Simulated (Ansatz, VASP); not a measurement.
**One calculation of C, two programs**

```
C
1.0
     2.69700    0.00000    0.00000
    -1.34850    2.33567    0.00000
     0.00000    0.00000   11.96300
C
12
Cartesian
  0.0000 0.0000 2.2354
  0.0000 0.0000 8.2169
  0.0000 0.0000 3.7461
  0.0000 0.0000 9.7276
  0.0000 1.5571 6.2299
  1.3485 0.7786 0.2484
  0.0000 1.5571 11.7146
  1.3485 0.7786 5.7331
  0.0000 1.5571 7.7173
  1.3485 0.7786 1.7358
  0.0000 1.5571 10.2272
  1.3485 0.7786 4.2457
```

Alike in both runs: task single point; functional PBE; k mesh 12 × 12 × 2; occupations gaussian, width 0.05 eV; no spin polarisation.

|  | VASP | Ansatz |
| --- | --- | --- |
| version | VASP 6.6.1 | Ansatz 0.2.0 |
| potentials or method | VASP PAW PBE potentials, release 64 (C), cutoff 520 eV | scalar-relativistic, plane waves, PAW |
| valence electrons in the cell | 48 | 48 |

|  | VASP | Ansatz | Ansatz less VASP |
| --- | --- | --- | --- |
| gap on the k mesh at the Fermi level (eV) | 2.98 | 2.99 | +0.008 |
| least direct gap on the mesh (eV) | 3.95 | 3.96 | +0.006 |
| rms of the force components (eV/Å) | 0.215 | 0.199 | -0.0155 |

Atom by atom the forces differ by 0.017 eV/Å (rms over components). With one functional, cell and mesh, what is left measures potentials, basis and numerics.
